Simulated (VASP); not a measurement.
# Zn (Immm) in VASP: further runs, part 2 of 2

VASP 6.6.1.

### 6 Single point, PBEsol (normal strain along x -0.0200, normal strain along z +0.0400)

INCAR reads:

```
SYSTEM = Zn
PREC = Accurate
ENCUT = 520
EDIFF = 1E-6
ISMEAR = 0
SIGMA = 0.15
LREAL = .FALSE.
LASPH = .TRUE.
NELM = 80
ALGO = Fast
ISIF = 2
LWAVE = .FALSE.
LCHARG = .FALSE.
GGA = PS
NBANDS = 12
```

KPOINTS reads:

```
regular mesh
0
G
  20 20 20
  0 0 0
```

POSCAR reads:

```
Zn
1.0
   -1.4994730113      1.5300745013      1.5912774814
    1.4994730113     -1.5300745013      1.5912774814
    1.4994730113      1.5300745013     -1.5912774814
Zn
1
Direct
    0.0000000000      0.0000000000      0.0000000000
```

Potentials or basis: VASP PAW PBE potentials, release 64 (Zn).

Command:

```sh
cat potpaw_PBE.64/Zn/POTCAR > POTCAR
mpirun -np 1 vasp_std > vasp.out
```

OUTCAR:

```text
SYSTEM = Zn
   PREC = Accurate
   ENCUT = 520
   EDIFF = 1E-6
   ISMEAR = 0
   LREAL = .FALSE.
   LASPH = .TRUE.
   NELM = 80
   ISIF = 2
   GGA = PS

 ion  position               nearest neighbor table
   1  0.000  0.000  0.000-

  LATTYP: Found a body centered orthorhombic cell.
 ALAT       =     2.9989460226
 B/A-ratio  =     1.0204081632
 C/A-ratio  =     1.0612244898

  Lattice vectors:

 A1 = (  -1.4994730113,   1.5300745013,   1.5912774814)
 A2 = (   1.4994730113,  -1.5300745013,   1.5912774814)
 A3 = (   1.4994730113,   1.5300745013,  -1.5912774814)

Analysis of symmetry for initial positions (statically):
=====================================================================
 Subroutine PRICEL returns:
 Original cell was already a primitive cell.

 Routine SETGRP: Setting up the symmetry group for a
 body centered orthorhombic supercell.

 Subroutine GETGRP returns: Found  8 space group operations
 (whereof  8 operations were pure point group operations)
 out of a pool of  8 trial point group operations.

The static configuration has the point symmetry D_2h.

Analysis of symmetry for dynamics (positions and initial velocities):
=====================================================================
 Subroutine PRICEL returns:
 Original cell was already a primitive cell.

 Routine SETGRP: Setting up the symmetry group for a
 body centered orthorhombic supercell.

 Subroutine GETGRP returns: Found  8 space group operations
 (whereof  8 operations were pure point group operations)
 out of a pool of  8 trial point group operations.

The dynamic configuration has the point symmetry D_2h.

 Subroutine INISYM returns: Found  8 space group operations
 (whereof  8 operations are pure point group operations),
 and found     1 'primitive' translations

----------------------------------------------------------------------------------------

                                     Primitive cell

  volume of cell :      14.6035

  direct lattice vectors                    reciprocal lattice vectors
    -1.499473011  1.530074501  1.591277481     0.000000000  0.326781473  0.314212955
     1.499473011 -1.530074501  1.591277481     0.333450483  0.000000000  0.314212955
     1.499473011  1.530074501 -1.591277481     0.333450483  0.326781473  0.000000000

  length of vectors
     2.668653465  2.668653465  2.668653465     0.453338629  0.458169189  0.466878310

  position of ions in fractional coordinates (direct lattice)
     0.000000000  0.000000000  0.000000000

  ion indices of the primitive-cell ions
   primitive index   ion index
                 1           1

----------------------------------------------------------------------------------------

 KPOINTS: regular mesh

Automatic generation of k-mesh.
 Grid dimensions read from file:
 generate k-points for:   20   20   20

 Generating k-lattice:

  Cartesian coordinates                     Fractional coordinates (reciprocal lattice)
     0.000000000  0.016339074  0.015710648     0.050000000 -0.000000000  0.000000000
     0.016672524  0.000000000  0.015710648     0.000000000  0.050000000  0.000000000
     0.016672524  0.016339074  0.000000000     0.000000000 -0.000000000  0.050000000

  Length of vectors
     0.022666931  0.022908459  0.023343915

  Shift w.r.t. Gamma in fractional coordinates (k-lattice)
     0.000000000  0.000000000  0.000000000

 Subroutine IBZKPT returns following result:
 ===========================================

 Found   1166 irreducible k-points:

 Following reciprocal coordinates:
            Coordinates               Weight
  0.000000  0.000000  0.000000      1.000000
  0.050000  0.000000 -0.000000      4.000000
  0.100000  0.000000  0.000000      4.000000
  0.150000 -0.000000  0.000000      4.000000
  0.200000  0.000000  0.000000      4.000000
  0.250000  0.000000  0.000000      4.000000
[... 16 lines left out ...]
 -0.450000  0.050000 -0.000000      8.000000
 -0.400000  0.050000  0.000000      8.000000
 [... further k-points ...]
   k-points           NKPTS =   1166   k-points in BZ     NKDIM =   1166   number of bands    NBANDS=     12
   number of dos      NEDOS =    301   number of ions     NIONS =      1
   total plane-waves  NPLWV =   8000
   dimension x,y,z NGX =    20 NGY =   20 NGZ =   20
   dimension x,y,z NGXF=    40 NGYF=   40 NGZF=   40
   ions per type =               1
   NGX,Y,Z   is equivalent  to a cutoff of  12.46, 12.46, 12.46 a.u.
   NGXF,Y,Z  is equivalent  to a cutoff of  24.92, 24.92, 24.92 a.u.
 SYSTEM =  Zn
   PREC   = accura    normal or accurate (medium, high low for compatibility)
   ISTART =      0    job   : 0-new  1-cont  2-samecut
   ICHARG =      2    charge: 1-file 2-atom 10-const
   ISPIN  =      1    spin polarized calculation?
   LNONCOLLINEAR =      F non collinear calculations
   LSORBIT =      F    spin-orbit coupling
   LASPH  =      T    aspherical Exc in radial PAW
   ENCUT  =  520.0 eV  38.22 Ry    6.18 a.u.   4.96  4.96  4.96*2*pi/ulx,y,z
   NELM   =     80;   NELMIN=  2; NELMDL= -5     # of ELM steps
   EDIFF  = 0.1E-05   stopping-criterion for ELM
   LREAL  =      F    real-space projection
   EDIFFG = 0.1E-04   stopping-criterion for IOM
   NSW    =      0    number of steps for IOM
   IBRION =     -1    ionic relax: 0-MD 1-quasi-New 2-CG
   NFREE  =      0    steps in history (QN), initial steepest desc. (CG)
   ISIF   =      2    stress and relaxation
   ISYM   =      2    0-nonsym 1-usesym 2-fastsym
   POTIM  = 0.5000    time-step for ionic-motion
   TEBEG  =    0.0;   TEEND  =   0.0 temperature during run
   PSTRESS=    0.0 pullay stress
   NELECT =      12.0000    total number of electrons
   NUPDOWN=      -1.0000    fix difference up-down
   EMIN   =  10.00;   EMAX   =-10.00  energy-range for DOS
   EFERMI =   0.00;   METHOD = LEGACY
   ISMEAR =     0;   SIGMA  =   0.15  broadening in eV -4-tet -1-fermi 0-gaus
   EFERMI_NEDOS =   21; number of points for ismear=-14 and -15
   IALGO  =     68    algorithm
   IMIX   =      4    mixing-type and parameters
     AMIX     =   0.40;   BMIX     =  1.00
     AMIX_MAG =   1.60;   BMIX_MAG =  1.00
  volume/ion in A,a.u.               =      14.60        98.55
  Fermi-wavevector in a.u.,A,eV,Ry     =   1.533379  2.897666 31.990717  2.351251
  Thomas-Fermi vector in A             =   2.640454
   LORBIT       =      0    0 simple, 1 ext, 2 COOP (PROOUT), +10 PAW based schemes
   GGA     = PS    functional components
   LHFCALC =     F    Hartree Fock is set to
   AEXX    =    0.0000 exact exchange contribution
   IVDW    =     0    specifies the selected vdW correction
   LEPSILON=     F    determine dielectric tensor
   LRPA    =     F    only Hartree local field effects (RPA)
 non-spin polarized calculation
 RMM-DIIS sequential band-by-band and
 Gauss-broadening in eV      SIGMA  =   0.15
  energy-cutoff  :      520.00
  volume of cell :       14.60
 maximum number of plane-waves:       406
   NGX =  9   NGY =  9   NGZ =  9

 number of electron      12.0000002 magnetization

 Free energy of the ion-electron system (eV)
  ---------------------------------------------------
  ext. energy  EPLUGINS =         0.00000000
  ---------------------------------------------------
  free energy    TOTEN  =        -1.49834280 eV

  energy without entropy =       -1.49470290  energy(sigma->0) =       -1.49652285

 E-fermi :   3.3772     XC(G=0): -11.9285

 val. band max:        3.3769549585   @ k =   0.3500   0.1500   0.1000
 cond. band min:       3.3782100736   @ k =   0.3000   0.3500   0.0500
 fundamental gap:      0.0012551151
 Fermi energy:         3.3771868165

 k-point     1 :       0.0000    0.0000    0.0000
  band No.  band energies     occupation
      1      -7.4879      2.00000
      2      -4.6086      2.00000
      3      -4.5649      2.00000
      4      -4.4920      2.00000
      5      -4.0587      2.00000
      6      -3.9665      2.00000
      7      22.6775      0.00000
      8      22.8535      0.00000
      9      23.4323      0.00000
     10      24.0530      0.00000
     11      25.1666      0.00000
     12      25.3189      0.00000
[... 331 lines left out ...]
 k-point    24 :      -0.4000    0.0500    0.0000
  band No.  band energies     occupation
      1      -5.2648      2.00000
      2      -4.7820      2.00000
      3      -4.1284      2.00000
      4      -3.9910      2.00000
      5      -3.8294      2.00000
      6      -2.2901      2.00000
      7       5.8801      0.00000
      8      15.6997      0.00000
      9      16.9909      0.00000
     10      20.8267      0.00000
     11      22.1776      0.00000
     12      26.7677      0.00000

 [... further k-points ...]
[... 5 lines left out ...]
  --------------------------------------------------------------------------------------
  -------------------------------------------------------------------------------------
  Total       -0.2341345     -0.1341545      0.0210897      0.0000000      0.0000000      0.0000000
  in kB      -25.6873274    -14.7183379      2.3137891      0.0000000      0.0000000      0.0000000
  external PRESSURE =     -12.6972921 kB  Pullay stress =       0.0000000 kB

 VOLUME and BASIS-vectors are now :
 -----------------------------------------------------------------------------
  energy-cutoff  :      520.00
  volume of cell :       14.60
      direct lattice vectors                 reciprocal lattice vectors
    -1.499473011  1.530074501  1.591277481     0.000000000  0.326781473  0.314212955
     1.499473011 -1.530074501  1.591277481     0.333450483  0.000000000  0.314212955
     1.499473011  1.530074501 -1.591277481     0.333450483  0.326781473  0.000000000

 POSITION                                       TOTAL-FORCE (eV/Angst)
 -----------------------------------------------------------------------------------
      0.00000      0.00000      0.00000         0.000000     -0.000000      0.000000
 -----------------------------------------------------------------------------------
    total drift:                                0.000000     -0.000000      0.000000

  FREE ENERGIE OF THE ION-ELECTRON SYSTEM (eV)
  ---------------------------------------------------
  free  energy   TOTEN  =        -1.4983428016 eV

  energy  without entropy=       -1.4947028989  energy(sigma->0) =       -1.49652285
```

OSZICAR:

```text
N       E                     dE             d eps       ncg     rms          rms(c)
DAV:   1     0.413789893111E+02    0.41379E+02   -0.65848E+03 29028   0.160E+03
DAV:   2    -0.435448190496E+00   -0.41814E+02   -0.39319E+02 28984   0.213E+02
DAV:   3    -0.164376913699E+01   -0.12083E+01   -0.12062E+01 32148   0.360E+01
DAV:   4    -0.164634483286E+01   -0.25757E-02   -0.25756E-02 30516   0.160E+00
DAV:   5    -0.164634660782E+01   -0.17750E-05   -0.17751E-05 31624   0.411E-02    0.319E+00
RMM:   6    -0.150903892008E+01    0.13731E+00   -0.33283E-01 34353   0.776E+00    0.241E+00
RMM:   7    -0.150223579887E+01    0.68031E-02   -0.10767E-02 35591   0.158E+00    0.118E+00
RMM:   8    -0.149840255494E+01    0.38332E-02   -0.17906E-03 33862   0.378E-01    0.711E-02
RMM:   9    -0.149835290393E+01    0.49651E-04   -0.50275E-04 36462   0.348E-01    0.636E-02
RMM:  10    -0.149834271509E+01    0.10189E-04   -0.30345E-05 35955   0.638E-02    0.526E-03
RMM:  11    -0.149834280157E+01   -0.86474E-07   -0.25397E-06 27480   0.172E-02
   1 F= -.14983428E+01 E0= -.14965229E+01  d E =-.363990E-02
```

Wall time 1.9 min (1 thread of AMD EPYC 7R13 (Zen 3), shared host); peak memory 0.26 GiB.

Results:

| Property | Result |
| --- | --- |
| Free energy | -1.4983 eV |
| Pressure | -1.3 GPa |
| Band gap on the k mesh | zero (bands 6 and 7 overlap by 4.57 eV) |

Caveat: the cell differs from its parent crystal (normal strain along x -0.0200, normal strain along z +0.0400); the PAW data sets were made with another functional, which shifts forces and pressure a little.

### 7 Summary

| cell | gap on the mesh (eV) | pressure (GPa) |
| --- | --- | --- |
| a = 2.651 Å, angles 111.9, 109.5, 107.0°, 1 atom | none | 0.3 |
| a = 2.650 Å, angles 110.3, 109.5, 108.7°, 1 atom | none | 0.3 |
| a = 2.660 Å, angles 111.4, 109.8, 107.3°, 1 atom | none | -0.5 |
| a = 2.659 Å, angles 110.6, 109.7, 108.1°, 1 atom | none | -0.5 |
| a = 2.669 Å, angles 111.6, 110.0, 106.8°, 1 atom | none | -1.3 |

Alike in all rows: task single point; level PBEsol; potentials or basis VASP PAW PBE potentials, release 64 (Zn); no spin polarisation; k mesh 20 × 20 × 20; cutoff (eV) 520; smearing gaussian 0.15 eV.

Caveats: the PAW data sets were made with another functional, which shifts forces and pressure a little.

Total energies depend on the potentials used, so only differences within one code and one set of settings carry meaning.
